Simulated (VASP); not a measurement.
The system is Re.

```xyz
2
Lattice="2.7608 0.0000 0.0000 -1.3804 2.3909 0.0000 0.0000 0.0000 4.4582" Properties=species:S:1:pos:R:3 pbc="T T T"
Re    1.3804    0.7970    3.3436
Re    0.0000    1.5939    1.1145
```

```yaml
Program: VASP 6.6.1
Task: relaxation of cell and atoms
Functional: RPBE
Potentials_or_basis: VASP PAW PBE potentials, release 64 (Re)
Cutoff: 600 eV
k_mesh: 11 × 11 × 6
Occupations: fermi-dirac, width 0.05 eV
Spin: no spin polarisation
```

At the start: pressure 9.5 GPa; volume 14.71 Å³/atom.

Problem. How do energy, volume and symmetry change on relaxing?

Solution. Over 4 steps the energy falls by 10.7 meV/atom and the volume is 15.09 Å³/atom (+2.5 %); space group P6_3/mmc (No. 194, to 0.1 Å) before and after.

The path:
```
step  energy change (eV)  largest force (eV/Å)  pressure (GPa)  volume (Å³)
   1              0.0000                0.0000            9.48        29.43
   2              0.2816                0.0000          -28.30        33.29
   3             -0.0213                0.0000           -0.40        30.20
   4             -0.0214                0.0000           -0.03        30.17
```

Final structure:
```
CELL_PARAMETERS angstrom
2.78356 0.00000 0.00000
-1.39178 2.41063 0.00000
0.00000 0.00000 4.49632
ATOMIC_POSITIONS crystal
Re 0.66667 0.33333 0.75000
Re 0.33333 0.66667 0.25000
```

Caveat: the PAW data sets were made with another functional, which shifts forces and pressure a little.
